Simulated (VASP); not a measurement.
Set up this calculation in VASP 6.6.1, as the native input.

```
Task                   : single point
Functional             : LDA
Potentials or basis    : VASP PAW LDA potentials, release 64 (Ta_sv_GW, C_h, N_h)
Cutoff                 : 1330 eV
k mesh                 : 6 × 6 × 5
Occupations            : methfessel-paxton, width 0.05 eV
Spin                   : no spin polarisation
Dipole correction      : no
Further INCAR settings : ALGO = Normal; EDIFF = 1e-06; NBANDS = 26
```

The structure of Ta2CN lies in POSCAR:

```
Ta2CN
1.0
    3.0929179154      0.0000000000      0.0000000000
    0.0000000000      3.0929179154      0.0000000000
    0.0000000000      0.0000000000      4.3959756469
Ta C N
2 1 1
Direct
    0.0000000000      0.0000000000      0.0000000000
    0.5000000000      0.5000000000      0.5000000000
    0.0000000000      0.0000000000      0.5000000000
    0.5000000000      0.5000000000      0.0000000000
```

These files were run (other wordings do the same):

INCAR

```
SYSTEM = Ta2CN
  PREC = Accurate
  ENCUT = 1330
  EDIFF = 1E-6
  ISMEAR = 1
  SIGMA = 0.05
  LREAL = .FALSE.
  LASPH = .TRUE.
  NELM = 120
  ALGO = Normal
  ISIF = 2
  LWAVE = .FALSE.
  LCHARG = .FALSE.
  GGA = CA
  NBANDS = 26
  GGA_COMPAT = .FALSE.
```

KPOINTS

```
Automatic mesh
0
G
  6 6 5
  0 0 0
```

Potentials or basis: VASP PAW LDA potentials, release 64 (Ta_sv_GW, C_h, N_h).

Command:

```sh
$ cat potpaw_LDA.64/Ta_sv_GW/POTCAR potpaw_LDA.64/C_h/POTCAR potpaw_LDA.64/N_h/POTCAR > POTCAR
$ mpirun -np 1 vasp_std > vasp.out
```

It gave:

```
Pressure               : 1.3 GPa
Band gap on the k mesh : zero (an odd number of electrons rules out a gap without spin polarisation)
```

Caveat: spin-orbit coupling is left out, which moves the levels of the heavy elements; an odd number of electrons without spin polarisation forces a metal; a magnetic or distorted state may lie lower.

It took 3 min on 1 thread of AMD EPYC 7R13 Processor (Zen 3), with other jobs on the host, peak memory 0.3 GiB.
